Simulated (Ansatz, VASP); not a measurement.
**Two plane-wave programs on In2Sb3O**

```
In Sb O
1.0
     3.80093    0.00000    0.00000
     0.00000    3.80093    0.00000
     0.00000    0.00000   10.93435
In Sb O
2 3 1
Direct
  0.50000 0.00000 0.88479
  0.00000 0.50000 0.11521
  0.50000 0.50000 0.33337
  0.50000 0.50000 0.66663
  0.00000 0.00000 0.50000
  0.00000 0.00000 0.00000
```

Alike in both runs: functional PBE; k mesh 4 × 4 × 2; occupations gaussian, width 0.2 eV; no spin polarisation.

Ansatz relaxed the structure, and its values are those at the end. VASP's run is a single point on that final structure, the one shown.

```csv
,VASP,Ansatz
version,VASP 6.6.1,Ansatz 0.2.0
potentials or method,"VASP PAW PBE potentials, release 64 (In_d, Sb, O), cutoff 520 eV","scalar-relativistic, plane waves, PAW"
valence electrons in the cell,47,77
```

VASP gave:

| Quantity | Value |
| --- | --- |
| gap on the k mesh at the Fermi level (eV) | none |
| pressure (GPa) | 0.0 |
| rms of the force components (eV/Å) | 0.010 |

Task: Which values does Ansatz return?

Result: gap on the k mesh at the Fermi level (eV): none; pressure (GPa): 0.0; rms of the force components (eV/Å): 0.005.

A gap of «none» marks a metal or a gap that the smearing closes. The functional is the same, so the differences come from potentials, cutoffs and numerics. VASP's potentials hold 47 valence electrons a cell and Ansatz's 77, so a difference there can come from the potentials and not from the codes.

The k mesh is coarse, so the values compare programs but aren't converged. Spin-orbit coupling is off throughout.
